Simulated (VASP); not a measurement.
# WC (P1) in VASP: further runs

Runs on WC. Level: PBE. Tasks: single point.

Everything below comes from runs of VASP 6.6.1. Logs are shortened: lines on timing, memory, paths and dates and some standing lists are left out, and cuts for length are marked.

## 1. The cell of the first run

The typed cell holds 16 atoms: a = 5.901 Å, b = 5.111 Å, c = 5.756 Å, α = 90.00°, β = 90.00°, γ = 90.00°.

## 2. Single point, PBE

The input, INCAR:

```
SYSTEM = WC
PREC = Accurate
ENCUT = 520
EDIFF = 1E-7
ISMEAR = -1
SIGMA = 0.17
LREAL = Auto
LASPH = .TRUE.
NELM = 100
ALGO = Normal
ISIF = 2
LWAVE = .FALSE.
LCHARG = .FALSE.
GGA = PE
NBANDS = 86
```

The input, KPOINTS:

```
Automatic mesh
0
G
  3 3 3
  0 0 0
```

The input, POSCAR:

```
WC
1.0
   -2.9505990000     -5.1105870000      0.0000000000
    4.4258980000     -2.5552930000      0.0000000000
    0.0000000000      0.0000000000      5.7558530000
W C
8 8
Direct
    0.7539990472      0.4892676774      0.0242883201
    0.7527735571      0.4969235407      0.5225116069
    0.4991350932     -0.0207308197      0.0122657754
    0.5103761376     -0.0120618864      0.5110102708
    0.2315822136      0.4651047647      0.0416966868
    0.2533116738      0.4868438386      0.5385300841
    0.0148006749      0.0181818145     -0.0031446251
   -0.0007372677     -0.0224757510      0.5064583825
    0.5138188354      0.6589788879      0.2408504873
    0.5232277130      0.6440354402      0.7983873111
    0.2113177223      0.1626593880      0.2831031300
    0.2734766137      0.1877177972      0.7668194445
   -0.0161847328      0.6220083119      0.2809140539
   -0.0216050702      0.6775014023      0.7830464051
    0.7456257102      0.1271928262      0.2431090579
    0.7236917145      0.1732132212      0.7286496024
```

Potentials or basis: VASP PAW PBE potentials, release 64 (W_sv, C).

Launch:

```bash
cat potpaw_PBE.64/W_sv/POTCAR potpaw_PBE.64/C/POTCAR > POTCAR
mpirun -np 1 vasp_std > vasp.out
```

OUTCAR:

```text
SYSTEM = WC
   PREC = Accurate
   ENCUT = 520
   EDIFF = 1E-7
   ISMEAR = -1
   LREAL = Auto
   LASPH = .TRUE.
   NELM = 100
   ISIF = 2
   GGA = PE

 ion  position               nearest neighbor table
   1  0.754  0.489  0.024-  10 2.04   9 2.08  13 2.12  14 2.15  15 2.24  16 2.35   5 2.82   7 2.86
                             2 2.87   2 2.89   3 2.92   3 3.01   5 3.09   7 3.11
   2  0.753  0.497  0.523-  16 2.04  13 2.05  14 2.21  10 2.22   9 2.30  15 2.48   8 2.86   1 2.87
                             1 2.89   4 2.89   6 2.95   6 2.96   4 2.97   8 3.03
   3  0.499  0.979  0.012-   9 2.10  15 2.11  10 2.11  12 2.21  16 2.32  11 2.49   7 2.87   4 2.87
                             4 2.89   1 2.92   5 2.95   1 3.01   7 3.05   5 3.07
   4  0.510  0.988  0.511-  16 2.01  15 2.19  12 2.27   9 2.29  11 2.37  10 2.41   3 2.87   8 2.89
                             3 2.89   2 2.89   2 2.97   6 2.97   6 2.98   8 3.02
   5  0.232  0.465  0.042-  11 2.08  12 2.14  13 2.16   9 2.25  14 2.37  10 2.40   7 2.63   1 2.82
                             6 2.86   6 2.90   3 2.95   3 3.07   1 3.09   7 3.11
   6  0.253  0.487  0.539-  12 2.02  11 2.23  13 2.28  10 2.33  14 2.36   9 2.46   5 2.86   5 2.90
                             8 2.93   2 2.95   2 2.96   4 2.97   4 2.98   8 3.01
   7  0.015  0.018  0.997-  14 2.14  11 2.15  12 2.20  15 2.20  16 2.44  13 2.61   5 2.63   8 2.83
                             1 2.86   3 2.87   8 2.94   3 3.05   5 3.11   1 3.11
   8  0.999  0.978  0.506-  11 2.03  14 2.21  13 2.23  15 2.26  16 2.30  12 2.45   7 2.83   2 2.86
                             4 2.89   6 2.93   7 2.94   6 3.01   4 3.02   2 3.03
   9  0.514  0.659  0.241-   1 2.08   3 2.10   5 2.25   4 2.29   2 2.30   6 2.46
  10  0.523  0.644  0.798-   1 2.04   3 2.11   2 2.22   6 2.33   5 2.40   4 2.41
  11  0.211  0.163  0.283-   8 2.03   5 2.08   7 2.15   6 2.23   4 2.37   3 2.49
  12  0.273  0.188  0.767-   6 2.02   5 2.14   7 2.20   3 2.21   4 2.27   8 2.45
  13  0.984  0.622  0.281-   2 2.05   1 2.12   5 2.16   8 2.23   6 2.28   7 2.61
  14  0.978  0.678  0.783-   7 2.14   1 2.15   2 2.21   8 2.21   6 2.36   5 2.37
  15  0.746  0.127  0.243-   3 2.11   4 2.19   7 2.20   1 2.24   8 2.26   2 2.48
  16  0.724  0.173  0.729-   4 2.01   2 2.04   8 2.30   3 2.32   1 2.35   7 2.44

  LATTYP: Found a simple orthorhombic cell.
 ALAT       =     5.1105866026
 B/A-ratio  =     1.1262607304
 C/A-ratio  =     1.1547006497

  Lattice vectors:

 A1 = (   4.4258980000,  -2.5552930000,   0.0000000000)
 A2 = (   0.0000000000,   0.0000000000,   5.7558530000)
 A3 = (  -2.9505990000,  -5.1105870000,   0.0000000000)

Analysis of symmetry for initial positions (statically):
=====================================================================
 Subroutine PRICEL returns:
 Original cell was already a primitive cell.

 Routine SETGRP: Setting up the symmetry group for a
 simple orthorhombic supercell.

 Subroutine GETGRP returns: Found  1 space group operations
 (whereof  1 operations were pure point group operations)
 out of a pool of  8 trial point group operations.

The static configuration has the point symmetry C_1 .

Analysis of symmetry for dynamics (positions and initial velocities):
=====================================================================
 Subroutine PRICEL returns:
 Original cell was already a primitive cell.

 Routine SETGRP: Setting up the symmetry group for a
 simple orthorhombic supercell.

 Subroutine GETGRP returns: Found  1 space group operations
 (whereof  1 operations were pure point group operations)
 out of a pool of  8 trial point group operations.

The dynamic configuration has the point symmetry C_1 .

 Subroutine INISYM returns: Found  1 space group operations
 (whereof  1 operations are pure point group operations),
 and found     1 'primitive' translations

----------------------------------------------------------------------------------------

                                     Primitive cell

  volume of cell :     173.5884

  direct lattice vectors                    reciprocal lattice vectors
    -2.950599000 -5.110587000  0.000000000    -0.084728553 -0.146754182  0.000000000
     4.425898000 -2.555293000  0.000000000     0.169457140 -0.097836132  0.000000000
     0.000000000  0.000000000  5.755853000     0.000000000  0.000000000  0.173736195

  length of vectors
     5.901197670  5.110586603  5.755853000     0.169457126  0.195672254  0.173736195

  position of ions in fractional coordinates (direct lattice)
     0.753999047  0.489267677  0.024288320
     0.752773557  0.496923541  0.522511607
[... 46 lines left out ...]
     0.056485713 -0.032612044  0.000000000    -0.000000000  0.333333333  0.000000000
     0.000000000  0.000000000  0.057912065     0.000000000  0.000000000  0.333333333

  Length of vectors
     0.056485709  0.065224085  0.057912065

  Shift w.r.t. Gamma in fractional coordinates (k-lattice)
     0.000000000  0.000000000  0.000000000

 Subroutine IBZKPT returns following result:
 ===========================================

 Found     14 irreducible k-points:

 Following reciprocal coordinates:
            Coordinates               Weight
  0.000000  0.000000  0.000000      1.000000
  0.333333  0.000000  0.000000      2.000000
  0.000000  0.333333  0.000000      2.000000
  0.333333  0.333333  0.000000      2.000000
 -0.333333  0.333333  0.000000      2.000000
  0.000000  0.000000  0.333333      2.000000
  0.333333  0.000000  0.333333      2.000000
 -0.333333 -0.000000  0.333333      2.000000
  0.000000  0.333333  0.333333      2.000000
  0.000000  0.333333 -0.333333      2.000000
  0.333333  0.333333  0.333333      2.000000
 -0.333333  0.333333 -0.333333      2.000000
 -0.333333 -0.333333  0.333333      2.000000
  0.333333 -0.333333 -0.333333      2.000000
   k-points           NKPTS =     14   k-points in BZ     NKDIM =     14   number of bands    NBANDS=     86
   number of dos      NEDOS =    301   number of ions     NIONS =     16
   total plane-waves  NPLWV =  92160
   dimension x,y,z NGX =    48 NGY =   40 NGZ =   48
   dimension x,y,z NGXF=    96 NGYF=   80 NGZF=   96
   ions per type =               8   8
   NGX,Y,Z   is equivalent  to a cutoff of  13.52, 13.01, 13.86 a.u.
   NGXF,Y,Z  is equivalent  to a cutoff of  27.04, 26.02, 27.73 a.u.
 SYSTEM =  WC
   PREC   = accura    normal or accurate (medium, high low for compatibility)
   ISTART =      0    job   : 0-new  1-cont  2-samecut
   ICHARG =      2    charge: 1-file 2-atom 10-const
   ISPIN  =      1    spin polarized calculation?
   LNONCOLLINEAR =      F non collinear calculations
   LSORBIT =      F    spin-orbit coupling
   LASPH  =      T    aspherical Exc in radial PAW
   ENCUT  =  520.0 eV  38.22 Ry    6.18 a.u.  10.97  9.50 10.70*2*pi/ulx,y,z
   NELM   =    100;   NELMIN=  2; NELMDL= -5     # of ELM steps
   EDIFF  = 0.1E-06   stopping-criterion for ELM
   LREAL  =      T    real-space projection
   EDIFFG = 0.1E-05   stopping-criterion for IOM
   NSW    =      0    number of steps for IOM
   IBRION =     -1    ionic relax: 0-MD 1-quasi-New 2-CG
   NFREE  =      0    steps in history (QN), initial steepest desc. (CG)
   ISIF   =      2    stress and relaxation
   ISYM   =      2    0-nonsym 1-usesym 2-fastsym
   POTIM  = 0.5000    time-step for ionic-motion
   TEBEG  =    0.0;   TEEND  =   0.0 temperature during run
   PSTRESS=    0.0 pullay stress
   NELECT =     144.0000    total number of electrons
   NUPDOWN=      -1.0000    fix difference up-down
   EMIN   =  10.00;   EMAX   =-10.00  energy-range for DOS
   EFERMI =   0.00;   METHOD = LEGACY
   ISMEAR =    -1;   SIGMA  =   0.17  broadening in eV -4-tet -1-fermi 0-gaus
   EFERMI_NEDOS =   21; number of points for ismear=-14 and -15
   IALGO  =     38    algorithm
   IMIX   =      4    mixing-type and parameters
     AMIX     =   0.40;   BMIX     =  1.00
     AMIX_MAG =   1.60;   BMIX_MAG =  1.00
  volume/ion in A,a.u.               =      10.85        73.21
  Fermi-wavevector in a.u.,A,eV,Ry     =   1.538233  2.906839 32.193572  2.366161
  Thomas-Fermi vector in A             =   2.644630
   LORBIT       =      0    0 simple, 1 ext, 2 COOP (PROOUT), +10 PAW based schemes
   GGA     = PE    functional components
   LHFCALC =     F    Hartree Fock is set to
   AEXX    =    0.0000 exact exchange contribution
   IVDW    =     0    specifies the selected vdW correction
   LEPSILON=     F    determine dielectric tensor
   LRPA    =     F    only Hartree local field effects (RPA)
 non-spin polarized calculation
  energy-cutoff  :      520.00
  volume of cell :      173.59
 maximum number of plane-waves:      4712
 NGX is ok and might be reduce to    48
   NGX = 21   NGY = 19   NGZ = 21

 number of electron     144.0000000 magnetization

 Free energy of the ion-electron system (eV)
  ---------------------------------------------------
  ext. energy  EPLUGINS =         0.00000000
  ---------------------------------------------------
  free energy    TOTEN  =      -175.22598707 eV

  energy without entropy =     -174.92427284  energy(sigma->0) =     -175.07512995

 E-fermi :  10.7168     XC(G=0): -13.5252

 val. band max:       10.7045605346   @ k =   0.3333   0.0000   0.3333
 cond. band min:      10.7566438546   @ k =  -0.3333  -0.0000   0.3333
 fundamental gap:      0.0520833199
 Fermi energy:        10.7167764420

 k-point     1 :       0.0000    0.0000    0.0000
  band No.  band energies     occupation
      1     -63.6133      2.00000
      2     -63.5863      2.00000
      3     -63.5608      2.00000
      4     -63.4960      2.00000
      5     -63.4742      2.00000
      6     -63.4523      2.00000
[... 1207 lines left out ...]
     83      14.2318      0.00000
     84      14.3167      0.00000
 [bands above 84 left out]

------------------------ aborting loop because EDIFF is reached ----------------------------------------

  FORCE on cell =-STRESS in cart. coord.  units (eV):
  Direction    XX          YY          ZZ          XY          YZ          ZX
  --------------------------------------------------------------------------------------
  -------------------------------------------------------------------------------------
  Total        1.2004578      3.6738486     -1.4864908     -3.0793847      1.1839585     -2.2073369
  in kB       11.0799262     33.9087067    -13.7199397    -28.4219533     10.9276417    -20.3731691
  external PRESSURE =      10.4228977 kB  Pullay stress =       0.0000000 kB

 VOLUME and BASIS-vectors are now :
 -----------------------------------------------------------------------------
  energy-cutoff  :      520.00
  volume of cell :      173.59
      direct lattice vectors                 reciprocal lattice vectors
    -2.950599000 -5.110587000  0.000000000    -0.084728553 -0.146754182  0.000000000
     4.425898000 -2.555293000  0.000000000     0.169457140 -0.097836132  0.000000000
     0.000000000  0.000000000  5.755853000     0.000000000  0.000000000  0.173736195

 POSITION                                       TOTAL-FORCE (eV/Angst)
 -----------------------------------------------------------------------------------
     -0.05930     -5.10360      0.13980        -1.134073      1.208515     -0.658621
     -0.02180     -5.11690      3.00750         0.442410      1.558495     -0.597895
      2.86140     -5.05319      0.07060         1.037367     -0.681717     -0.361954
      2.86660     -5.13279      2.94130         0.460413      2.115632     -0.431831
      1.37520     -2.37200      0.24000         2.595434     -4.769844     -2.274675
      1.40730     -2.53860      3.09970         1.501838     -0.276046     -2.063067
[... 8 lines left out ...]
     -1.63710     -4.13560      1.39930         0.806734     -1.087190      1.027850
     -1.36870     -4.14110      4.19400        -2.462497     -1.921315      3.239095
 -----------------------------------------------------------------------------------
    total drift:                               -0.006164      0.003918     -0.002156

  FREE ENERGIE OF THE ION-ELECTRON SYSTEM (eV)
  ---------------------------------------------------
  free  energy   TOTEN  =      -175.2259870701 eV

  energy  without entropy=     -174.9242728377  energy(sigma->0) =     -175.07512995
```

Run time: 15 min. Hardware: 1 thread of Intel Xeon 8259CL, shared host; peak memory 0.37 GiB.

What came out:

- Free energy: -175.2260 eV
- Pressure: 1.0 GPa
- Largest force: 5.887 eV/Å
- Band gap on the k mesh: 0.01 eV (least direct gap 0.25 eV)

Forces on the atoms (eV/Å):
```
W   -1.134  1.209 -0.659
W    0.442  1.558 -0.598
W    1.037 -0.682 -0.362
W    0.460  2.116 -0.432
W    2.595 -4.770 -2.275
W    1.502 -0.276 -2.063
W   -1.557  4.184  1.822
W    1.174  0.479  1.296
C   -0.007  1.641  3.167
C    2.341  1.478 -2.825
C   -2.130 -2.629 -0.527
C   -1.715  2.586  0.324
C    0.639 -2.776 -0.016
C   -1.993 -1.110 -1.120
C    0.807 -1.087  1.028
C   -2.462 -1.921  3.239
```

Caveat: the smearing spreads over this small gap; spin-orbit coupling is left out, which moves the levels of the heavy elements; forces of over 1 eV/Å act on the atoms, so gaps and moduli don't describe the material at rest. A k mesh can miss the band edges.

## 3. Single point, PBE

The input, INCAR:

```
SYSTEM = WC
PREC     = Accurate       ! precision mode
ENCUT    = 520            ! plane-wave cutoff, eV
EDIFF    = 1E-6           ! SCF threshold, eV
ISMEAR   = -1             ! smearing method
SIGMA    = 0.17           ! smearing width, eV
LREAL    = Auto         
LASPH    = .TRUE.         ! aspherical terms in the spheres
NELM     = 60             ! most SCF steps
ALGO     = Normal         ! electronic algorithm
ISIF     = 2              ! what is computed and relaxed
LWAVE    = .FALSE.        ! write WAVECAR
LCHARG   = .FALSE.        ! write CHGCAR
GGA      = PE             ! functional
NBANDS   = 86             ! bands
```

The input, KPOINTS:

```
regular mesh
0
G
  3 3 3
  0 0 0
```

The input, POSCAR:

```
WC
1.0
   -2.9505990000     -5.1105870000      0.0000000000
    4.4258980000     -2.5552930000      0.0000000000
    0.0000000000      0.0000000000      5.7558530000
W C
8 8
Direct
    0.7409518714      0.5096484037      0.0142463680
    0.7352514660      0.4900547280      0.4970766279
    0.4883066983     -0.0252158419      0.0481944205
    0.4630675851     -0.0209162630      0.5227374639
    0.2514067368      0.4935496630      0.0107021496
    0.2351416825      0.4446801108      0.5229112001
   -0.0332618311      0.0042607567      0.0291355599
   -0.0048314706     -0.0219968314      0.5356286896
    0.4520814022      0.6592585128      0.3151400844
    0.5099773614      0.6865812752      0.7523645930
    0.2463688586      0.1309871370      0.2798890104
    0.2425539327      0.1626064114      0.7894572707
   -0.0396868586      0.6735130350      0.2614034792
   -0.0212211183      0.6487914972      0.7551964930
    0.7174831457      0.1213324510      0.2763447920
    0.7391162098      0.1669797970      0.7577851623
```

Potentials or basis: VASP PAW PBE potentials, release 64 (W_sv, C).

Launch:

```bash
cat potpaw_PBE.64/W_sv/POTCAR potpaw_PBE.64/C/POTCAR > POTCAR
mpirun -np 1 vasp_std > vasp.out
```

OUTCAR:

```text
SYSTEM = WC
   PREC = Accurate
   ENCUT = 520
   EDIFF = 1E-6
   ISMEAR = -1
   LREAL = Auto
   LASPH = .TRUE.
   NELM = 60
   ISIF = 2
   GGA = PE

 ion  position               nearest neighbor table
   1  0.741  0.510  0.014-  13 2.10  14 2.17  10 2.22  16 2.29  15 2.50   9 2.55   2 2.78   3 2.81
                             7 2.86   5 2.89   7 2.91   2 2.98   5 3.01   3 3.12
   2  0.735  0.490  0.497-  13 2.12   9 2.15  14 2.22  10 2.22  16 2.23  15 2.28   1 2.78   8 2.94
                             6 2.96   6 2.96   4 2.97   1 2.98   8 3.04   4 3.07
   3  0.488  0.975  0.048-  15 2.03  11 2.11   9 2.24  10 2.26  12 2.29  16 2.44   4 2.74   1 2.81
                             7 2.83   5 2.84   5 3.00   4 3.03   7 3.08   1 3.12
[... 1455 lines left out ...]
  external PRESSURE =       1.3447187 kB  Pullay stress =       0.0000000 kB

 VOLUME and BASIS-vectors are now :
 -----------------------------------------------------------------------------
  energy-cutoff  :      520.00
  volume of cell :      173.59
      direct lattice vectors                 reciprocal lattice vectors
    -2.950599000 -5.110587000  0.000000000    -0.084728553 -0.146754182  0.000000000
     4.425898000 -2.555293000  0.000000000     0.169457140 -0.097836132  0.000000000
     0.000000000  0.000000000  5.755853000     0.000000000  0.000000000  0.173736195

 POSITION                                       TOTAL-FORCE (eV/Angst)
 -----------------------------------------------------------------------------------
      0.06940     -5.08900      0.08200        -1.386387      1.761592     -0.825282
     -0.00050     -5.00980      2.86110        -0.648947      0.787047      3.449227
      2.87350     -4.98639      0.27740         1.765904      0.699552     -4.737184
      2.96700     -4.86839      3.00880        -0.575077     -4.310037      2.519368
      1.44260     -2.54600      0.06160         0.889078      1.787978      1.705719
      1.27430     -2.33800      3.00980         4.868032     -1.842799      0.262416
[... 8 lines left out ...]
     -1.58000     -3.97680      1.59060         1.317224     -2.613840      1.000391
     -1.44180     -4.20400      4.36170        -0.243175      0.245626      0.986648
 -----------------------------------------------------------------------------------
    total drift:                                0.000926     -0.007544      0.005718

  FREE ENERGIE OF THE ION-ELECTRON SYSTEM (eV)
  ---------------------------------------------------
  free  energy   TOTEN  =      -175.2477533250 eV

  energy  without entropy=     -174.9345276516  energy(sigma->0) =     -175.09114049
```

Run time: 14 min. Hardware: 1 thread of Intel Xeon 8259CL, shared host; peak memory 0.37 GiB.

What came out:

```yaml
Free_energy: -175.2478 eV
Pressure: 0.1 GPa
Largest_force: 5.212 eV/Å
Band_gap_on_the_k_mesh: zero (bands 72 and 73 overlap by 0.10 eV)
```

Forces in eV/Å, atoms in the order of the input:
```
W   -1.386  1.762 -0.825
W   -0.649  0.787  3.449
W    1.766  0.700 -4.737
W   -0.575 -4.310  2.519
W    0.889  1.788  1.706
W    4.868 -1.843  0.262
W   -2.344 -1.305 -1.029
W    1.583  2.066 -1.967
C   -2.189 -0.518 -4.263
C   -2.186  2.577  2.496
C    2.507  1.635 -1.144
C   -1.054  0.964  0.024
C   -1.891 -1.058  0.212
C   -0.412 -0.875  1.308
C    1.317 -2.614  1.000
C   -0.243  0.246  0.987
```

Levels at points of the mesh, in eV from the Fermi level:
```
           k point  band 68  band 69  band 70  band 71  band 72  band 73  band 74  band 75  band 76  band 77
(0.00, 0.00, 0.00)    -1.00    -0.74    -0.53    -0.08     0.03     0.12     0.60     1.05     1.65     2.09
```

Caveat: the k points lie up to 0.41 Å⁻¹ apart; spin-orbit coupling is left out, which moves the levels of the heavy elements; forces of over 1 eV/Å act on the atoms, so gaps and moduli don't describe the material at rest.

The gap in the log of VASP goes by the Fermi energy; the results here count the filled bands.